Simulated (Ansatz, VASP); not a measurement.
**Hf3Si2O: VASP beside Ansatz**

```
Hf Si O
1.0
     4.45760    0.00000    0.00000
    -2.22880    3.86040    0.00000
     0.00000    0.00000    5.79349
Hf Si O
3 2 1
Direct
  0.66667 0.33333 0.50000
  0.00000 0.00000 0.00000
  0.00000 0.00000 0.50000
  0.33333 0.66667 0.27677
  0.33333 0.66667 0.72323
  0.66667 0.33333 0.00000
```

Change from the starting cell: species swapped into the Sr2Al3Ge type (P-6m2, No. 187).

Alike in both runs: functional PBE; k mesh 6 × 6 × 2; occupations gaussian, width 0.1 eV; no spin polarisation.

Ansatz relaxed the structure, and its values are those at the end. VASP's run is a single point on that final structure, the one shown.

```csv
,VASP,Ansatz
version,VASP 6.6.1,Ansatz 0.2.0
potentials or method,"VASP PAW PBE potentials, release 64 (Hf_pv, Si, O), cutoff 520 eV","scalar-relativistic, plane waves, PAW"
valence electrons in the cell,44,92
```

|  | VASP | Ansatz | Ansatz less VASP |
| --- | --- | --- | --- |
| gap on the k mesh at the Fermi level (eV) | none | none | - |
| pressure (GPa) | -0.6 | 0.0 | +0.59 |
| rms of the force components (eV/Å) | 0.010 | 0.010 | +0.0004 |

A gap of «none» marks a metal or a gap that the smearing closes. The functional is the same, so the differences come from potentials, cutoffs and numerics. VASP's potentials hold 44 valence electrons a cell and Ansatz's 92, so a difference there can come from the potentials and not from the codes.

The k mesh is coarse, so the values compare programs but aren't converged. Neither program's run includes spin-orbit coupling.
